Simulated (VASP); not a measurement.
Write the native input for VASP 6.6.1 that does the following.

```yaml
Task: single point
Functional: BLYP
Dispersion: D4
Potentials_or_basis: VASP PAW PBE potentials, release 64 (Si, C)
Cutoff: 600 eV
k_mesh: 10 × 10 × 10
Occupations: fermi-dirac, width 0.05 eV
Spin: no spin polarisation
Dipole_correction: no
Further_INCAR_settings: ALGO = Normal; EDIFF = 1e-06; NBANDS = 11
```

The structure of SiC (Moissanite 3C) lies in POSCAR:

```
SiC
1.0
    0.0000000000      2.2217363401      2.2217363401
    2.2217363401      0.0000000000      2.2217363401
    2.2217363401      2.2217363401      0.0000000000
Si C
1 1
Direct
    0.0000000000      0.0000000000      0.0000000000
    0.7500000000      0.7500000000      0.7500000000
```

These files were run (other wordings do the same):

INCAR

```
AGGAC    = 1.0          
AGGAX    = 1.0          
ALDAC    = 0.0          
ALDAX    = 1.0          
ALGO     = Normal         # electronic algorithm
EDIFF    = 1E-6           # SCF threshold, eV
ENCUT    = 600            # plane-wave cutoff, eV
GGA      = B5             # functional
GGA_COMPAT= F            
ISIF     = 2              # what is computed and relaxed
ISMEAR   = -1             # smearing method
IVDW     = 13             # dispersion correction
LASPH    = T              # aspherical terms in the spheres
LCHARG   = F              # write CHGCAR
LREAL    = F              # projectors in reciprocal space
LWAVE    = F              # write WAVECAR
NBANDS   = 11             # bands
NELM     = 120            # most SCF steps
PREC     = Accurate       # precision mode
SIGMA    = 0.05           # smearing width, eV
VDW_A1   = 0.44488865   
VDW_A2   = 4.0933009    
VDW_S6   = 1.0          
VDW_S8   = 2.34076671
```

KPOINTS

```
k-points
0
Gamma
  10 10 10
```

Potentials or basis: VASP PAW PBE potentials, release 64 (Si, C).

Launch:

```sh
$ cat potpaw_PBE.64/Si/POTCAR potpaw_PBE.64/C/POTCAR > POTCAR
$ mpirun -np 1 vasp_std > vasp.out
```

Results of the run:

```
Pressure                   : -11.2 GPa
Band gap on the k mesh     : 1.74 eV, indirect (least direct gap 4.76 eV)
Dispersion energy per atom : -0.609 eV
```

Caveat: the PAW data sets were made with another functional, which shifts forces and pressure a little.

Wall time 14 s on 1 thread of Intel Xeon 6975P-C (shared host), peak memory 0.16 GiB.
